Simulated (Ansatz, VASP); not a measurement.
**Two plane-wave programs on Zr**

The input INCAR:

```
PREC = Accurate ; ENCUT = 520
EDIFF = 1E-6 ; ISMEAR = 0
SIGMA = 0.15 ; LREAL = False
LASPH = True ; NELM = 60
ALGO = Fast ; ISIF = 2
LWAVE = False ; LCHARG = True
GGA = PS ; LELF = True
LVHAR = True ; NBANDS = 19
```

Contents of KPOINTS:

```
Automatic mesh
0
Gamma
  18 18 10
```

File POSCAR:

```
Zr
1.0
    3.1350382758      0.0000000000      0.0000000000
   -1.5675191379      2.7150227887      0.0000000000
    0.0000000000      0.0000000000      4.9925900000
Zr
2
Direct
    0.3333333333      0.6666666667      0.2500000000
    0.6666666667      0.3333333333      0.7500000000
```

Input for Ansatz:

```yaml
crystal:
  lattice:
    - [3.1350382758, 0.0, 0.0]
    - [-1.5675191379, 2.7150227887, 0.0]
    - [0.0, 0.0, 4.99259]
  atoms:
    - { symbol: Zr, position: [0.3333333333, 0.6666666667, 0.25] }
    - { symbol: Zr, position: [0.6666666667, 0.3333333333, 0.75] }
basis:
  ecutwfc: 420
kpoints:
  mp_grid: { grid: [18, 18, 10] }
hamiltonian:
  xc: pbesol
scf:
  occupations: { method: gaussian, width: 0.15 }
output:
  forces: true
  stress: true
  eigenvalues: true
```

Change from the starting cell: strain -0.030 along x and y, -0.030 along z, atoms carried along.

Alike in both runs: task single point; functional PBEsol; k mesh 18 × 18 × 10; occupations gaussian, width 0.15 eV; no spin polarisation.

|  | VASP | Ansatz |
| --- | --- | --- |
| version | VASP 6.6.1 | Ansatz 0.2.0 |
| potentials or method | VASP PAW PBE potentials, release 64 (Zr_sv), cutoff 520 eV | scalar-relativistic, plane waves, PAW |
| valence electrons in the cell | 24 | 24 |

VASP gave:

- gap on the k mesh at the Fermi level (eV): none
- pressure (GPa): 6.2
- traceless stress, the component that is largest in VASP (GPa): 1.02

Problem. What did Ansatz give for the same quantities?

Solution. gap on the k mesh at the Fermi level (eV): none; pressure (GPa): 6.1; traceless stress, the component that is largest in VASP (GPa): 1.02.

VASP's potentials were made for PBE, not for PBEsol. A gap of «none» marks a metal or a gap that the smearing closes.
